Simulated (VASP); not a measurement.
Input of a VASP 6.6.1 run:

The input POSCAR:

```
GaSb
1.0
    0.0000000000      3.0590000000      3.0590000000
    3.0590000000      0.0000000000      3.0590000000
    3.0590000000      3.0590000000      0.0000000000
Sb Ga
1 1
Direct
    0.2500000000      0.2500000000      0.2500000000
    0.0000000000      0.0000000000      0.0000000000
```

The input INCAR.step1:

```
SYSTEM = GaSb
PREC = Accurate
ENCUT = 520
EDIFF = 1E-5
ISMEAR = 0
SIGMA = 0.02
LREAL = .FALSE.
LASPH = .TRUE.
NELM = 60
ALGO = Normal
ISIF = 2
LWAVE = .TRUE.
NBANDS = 16
GGA = PE
```

File INCAR.step2:

```
SYSTEM = GaSb
PREC = Accurate
ENCUT = 520
EDIFF = 1E-6
ISMEAR = 0
SIGMA = 0.02
LREAL = .FALSE.
LASPH = .TRUE.
NELM = 60
ALGO = Normal
ISIF = 2
LWAVE = .FALSE.
LCHARG = .TRUE.
GGA = PE
LHFCALC = .TRUE.
AEXX = 0.25
PRECFOCK = Normal
IVDW = 13
LELF = .TRUE.
LVHAR = .TRUE.
NBANDS = 16
ISTART = 1
```

Contents of KPOINTS:

```
regular mesh
0
G
  4 4 4
  0 0 0
```

Potentials or basis: VASP PAW PBE potentials, release 64 (Sb, Ga_d).

The run is started by

```sh
$ cat potpaw_PBE.64/Sb/POTCAR potpaw_PBE.64/Ga_d/POTCAR > POTCAR
$ cp INCAR.step1 INCAR
$ mpirun -np 1 vasp_std > vasp.out
$ cp INCAR.step2 INCAR
$ mpirun -np 1 vasp_std > vasp.out
```

Question: What does it give for the pressure?

Answer: -2.3 GPa.

Question: Predict the band gap on the k mesh.

Answer: 1.60 eV, direct.

Question: What does it give for the dispersion energy per atom?

Answer: -0.409 eV.

Caveat: the k points lie up to 0.44 Å⁻¹ apart; the PAW data sets were made with another functional, which shifts forces and pressure a little; spin-orbit coupling is left out, which moves the levels of the heavy elements. A k mesh can miss the band edges.
